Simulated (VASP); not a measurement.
# Cd (P6_3/mmc) in VASP: single point with LDA

Aim: the single point of Cd with LDA.

Everything below comes from runs of VASP 6.6.1. Logs are shortened: lines on timing, memory, paths and dates and some standing lists are left out, and cuts for length are marked.

## Step 1: The cell of the first run

The structure is hexagonal, space group P6_3/mmc (No. 194). The conventional cell has a = 2.903 Å, b = 2.903 Å, c = 5.496 Å, α = 90.00°, β = 90.00°, γ = 120.00°. Within 3.8 Å of Cd (site symmetry -6m2) lie 12 Cd at 2.90 to 3.22 Å.

## Step 2: Single point, LDA

File INCAR:

```
SYSTEM = Cd
  PREC = Accurate
  ENCUT = 520
  EDIFF = 1E-6
  ISMEAR = 1
  SIGMA = 0.05
  LREAL = .FALSE.
  LASPH = .TRUE.
  NELM = 80
  ALGO = Normal
  ISIF = 2
  LWAVE = .FALSE.
  LCHARG = .FALSE.
  GGA = CA
  NBANDS = 19
```

File KPOINTS:

```
regular mesh
0
G
  18 18 8
  0 0 0
```

File POSCAR:

```
Cd
1.0
    2.9029496226      0.0000000000      0.0000000000
   -1.4514748113      2.5140281191      0.0000000000
    0.0000000000      0.0000000000      5.4964976692
Cd
2
Direct
    0.3333333333      0.6666666667      0.2500000000
    0.6666666667      0.3333333333      0.7500000000
```

Potentials or basis: VASP PAW LDA potentials, release 64 (Cd).

On the command line:

```
$ cat potpaw_LDA.64/Cd/POTCAR > POTCAR
$ mpirun -np 1 vasp_std > vasp.out
```

OUTCAR:

```text
SYSTEM = Cd
   PREC = Accurate
   ENCUT = 520
   EDIFF = 1E-6
   ISMEAR = 1
   LREAL = .FALSE.
   LASPH = .TRUE.
   NELM = 80
   ISIF = 2
   GGA = CA

 ion  position               nearest neighbor table
   1  0.333  0.667  0.250-   2 3.22   2 3.22   2 3.22   2 3.22   2 3.22   2 3.22
   2  0.667  0.333  0.750-   1 3.22   1 3.22   1 3.22   1 3.22   1 3.22   1 3.22

  LATTYP: Found a hexagonal cell.
 ALAT       =     2.9029496226
 C/A-ratio  =     1.8934182069

  Lattice vectors:

 A1 = (   2.9029496226,   0.0000000000,   0.0000000000)
 A2 = (  -1.4514748113,   2.5140281191,   0.0000000000)
 A3 = (   0.0000000000,   0.0000000000,   5.4964976692)

Analysis of symmetry for initial positions (statically):
=====================================================================
 Subroutine PRICEL returns:
 Original cell was already a primitive cell.

 Routine SETGRP: Setting up the symmetry group for a
 hexagonal supercell.

 Subroutine GETGRP returns: Found 24 space group operations
 (whereof 12 operations were pure point group operations)
 out of a pool of 24 trial point group operations.

The static configuration has the point symmetry D_3d.
 The point group associated with its full space group is D_6h.

Analysis of symmetry for dynamics (positions and initial velocities):
=====================================================================
 Subroutine PRICEL returns:
 Original cell was already a primitive cell.

 Routine SETGRP: Setting up the symmetry group for a
 hexagonal supercell.

 Subroutine GETGRP returns: Found 24 space group operations
 (whereof 12 operations were pure point group operations)
 out of a pool of 24 trial point group operations.

The dynamic configuration has the point symmetry D_3d.
 The point group associated with its full space group is D_6h.

 Subroutine INISYM returns: Found 24 space group operations
 (whereof 12 operations are pure point group operations),
 and found     1 'primitive' translations

----------------------------------------------------------------------------------------

                                     Primitive cell

  volume of cell :      40.1140

  direct lattice vectors                    reciprocal lattice vectors
     2.902949623  0.000000000  0.000000000     0.344477215  0.198884013  0.000000000
    -1.451474811  2.514028119  0.000000000     0.000000000  0.397768025  0.000000000
     0.000000000  0.000000000  5.496497669     0.000000000  0.000000000  0.181934035

  length of vectors
[... 82 lines left out ...]
   EDIFF  = 0.1E-05   stopping-criterion for ELM
   LREAL  =      F    real-space projection
   EDIFFG = 0.1E-04   stopping-criterion for IOM
   NSW    =      0    number of steps for IOM
   IBRION =     -1    ionic relax: 0-MD 1-quasi-New 2-CG
   NFREE  =      0    steps in history (QN), initial steepest desc. (CG)
   ISIF   =      2    stress and relaxation
   ISYM   =      2    0-nonsym 1-usesym 2-fastsym
   POTIM  = 0.5000    time-step for ionic-motion
   TEBEG  =    0.0;   TEEND  =   0.0 temperature during run
   PSTRESS=    0.0 pullay stress
   NELECT =      24.0000    total number of electrons
   NUPDOWN=      -1.0000    fix difference up-down
   EMIN   =  10.00;   EMAX   =-10.00  energy-range for DOS
   EFERMI =   0.00;   METHOD = LEGACY
   ISMEAR =     1;   SIGMA  =   0.05  broadening in eV -4-tet -1-fermi 0-gaus
   EFERMI_NEDOS =   21; number of points for ismear=-14 and -15
   IALGO  =     38    algorithm
   IMIX   =      4    mixing-type and parameters
     AMIX     =   0.40;   BMIX     =  1.00
     AMIX_MAG =   1.60;   BMIX_MAG =  1.00
  volume/ion in A,a.u.               =      20.06       135.35
  Fermi-wavevector in a.u.,A,eV,Ry     =   1.379473  2.606827 25.891166  1.902947
  Thomas-Fermi vector in A             =   2.504440
   LORBIT       =      0    0 simple, 1 ext, 2 COOP (PROOUT), +10 PAW based schemes
   GGA     = CA    functional components
   LHFCALC =     F    Hartree Fock is set to
   AEXX    =    0.0000 exact exchange contribution
   IVDW    =     0    specifies the selected vdW correction
   LEPSILON=     F    determine dielectric tensor
   LRPA    =     F    only Hartree local field effects (RPA)
 non-spin polarized calculation
 Methfessel and Paxton  Order N= 1 SIGMA  =   0.05
  energy-cutoff  :      520.00
  volume of cell :       40.11
 maximum number of plane-waves:      1106
 NGX is ok and might be reduce to    24
   NGX = 11   NGY = 11   NGZ = 21

 number of electron      24.0000014 magnetization

 Free energy of the ion-electron system (eV)
  ---------------------------------------------------
  ext. energy  EPLUGINS =         0.00000000
  ---------------------------------------------------
  free energy    TOTEN  =        -3.04174602 eV

  energy without entropy =       -3.04162116  energy(sigma->0) =       -3.04170440

 E-fermi :   3.4003     XC(G=0): -11.7638

 val. band max:        3.3932253326   @ k =   0.3333   0.3333   0.0000
 cond. band min:       3.4126324494   @ k =   0.2222   0.0556   0.1250
 fundamental gap:      0.0194071169
 Fermi energy:         3.4002512796

 k-point     1 :       0.0000    0.0000    0.0000
  band No.  band energies     occupation
      1      -6.9185      2.00000
      2      -6.6382      2.00000
      3      -6.1300      2.00000
      4      -6.1300      2.00000
      5      -6.0827      2.00000
      6      -6.0698      2.00000
[... 505 lines left out ...]
      6      -5.7603      2.00000
[... 11 lines left out ...]
     18      14.8540      0.00000
     19      15.5452      0.00000

 [... further k-points ...]

------------------------ aborting loop because EDIFF is reached ----------------------------------------

  FORCE on cell =-STRESS in cart. coord.  units (eV):
  Direction    XX          YY          ZZ          XY          YZ          ZX
  --------------------------------------------------------------------------------------
  -------------------------------------------------------------------------------------
  Total        0.1993781      0.1993781      0.1229041      0.0000000      0.0000000      0.0000000
  in kB        7.9632851      7.9632851      4.9088685      0.0000000      0.0000000      0.0000000
  external PRESSURE =       6.9451462 kB  Pullay stress =       0.0000000 kB

 VOLUME and BASIS-vectors are now :
 -----------------------------------------------------------------------------
  energy-cutoff  :      520.00
  volume of cell :       40.11
      direct lattice vectors                 reciprocal lattice vectors
     2.902949623  0.000000000  0.000000000     0.344477215  0.198884013  0.000000000
    -1.451474811  2.514028119  0.000000000     0.000000000  0.397768025  0.000000000
     0.000000000  0.000000000  5.496497669     0.000000000  0.000000000  0.181934035

 POSITION                                       TOTAL-FORCE (eV/Angst)
 -----------------------------------------------------------------------------------
     -0.00000      1.67602      1.37412         0.000000     -0.000000     -0.000000
      1.45147      0.83801      4.12237        -0.000000      0.000000      0.000000
 -----------------------------------------------------------------------------------
    total drift:                               -0.000000      0.000000      0.000000

  FREE ENERGIE OF THE ION-ELECTRON SYSTEM (eV)
  ---------------------------------------------------
  free  energy   TOTEN  =        -3.0417460246 eV

  energy  without entropy=       -3.0416211579  energy(sigma->0) =       -3.04170440
```

It took 35 s on 1 thread of Intel Xeon 6975P-C (Granite Rapids), shared host; peak memory 0.22 GiB.

What came out:

* Free energy: -3.0417 eV
* Pressure: 0.7 GPa
* Band gap on the k mesh: zero (bands 12 and 13 overlap by 4.68 eV)
